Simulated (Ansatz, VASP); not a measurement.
# Lu: VASP beside Ansatz

INCAR

```
ALGO = Normal
EDIFF = 1E-6
ENCUT = 520
GGA = PE
ISIF = 2
ISMEAR = -1
LASPH = True
LCHARG = True
LELF = True
LREAL = False
LVHAR = True
LWAVE = False
NBANDS = 32
NELM = 60
PREC = Accurate
SIGMA = 0.1
```

The input KPOINTS:

```
k-points
0
Gamma
  7 7 4
```

File POSCAR:

```
Lu
1.0
    3.5031000000      0.0000000000      0.0000000000
   -1.7515500000      3.0337700000      0.0000000000
    0.0000000000      0.0000000000      5.5509000000
Lu
2
Direct
    0.3333333333      0.6666666667      0.2500000000
    0.6666666667      0.3333333333      0.7500000000
```

Input for Ansatz:

```yaml
crystal:
  lattice:
    - [3.5031, 0.0, 0.0]
    - [-1.75155, 3.03377, 0.0]
    - [0.0, 0.0, 5.5509]
  atoms:
    - { symbol: Lu, position: [0.33333333333333337, 0.6666666666666666, 0.25] }
    - { symbol: Lu, position: [0.6666666666666666, 0.3333333333333333, 0.7500000000000001] }
kpoints:
  mp_grid:
    grid: [7, 7, 4]
hamiltonian:
  xc: pbe
scf:
  occupations:
    method: fermi_dirac
output:
  forces: true
  stress: true
```

Alike in both runs: task single point; functional PBE; k mesh 7 × 7 × 4; no spin polarisation.

|  | VASP | Ansatz |
| --- | --- | --- |
| version | VASP 6.6.1 | Ansatz 0.2.0 |
| potentials or method | VASP PAW PBE potentials, release 64 (Lu) | plane waves, PAW |
| plane-wave cutoff (eV) | 520 | 420 |
| occupations | fermi-dirac, width 0.1 eV | fermi-dirac |
| valence electrons in the cell | 50 | 50 |

```csv
,VASP,Ansatz,Ansatz less VASP
pressure (GPa),-0.4,-0.6,-0.15
"traceless stress, the component that is largest in VASP (GPa)",-0.73,-0.74,-0.010
```

Neither program's run includes spin-orbit coupling.
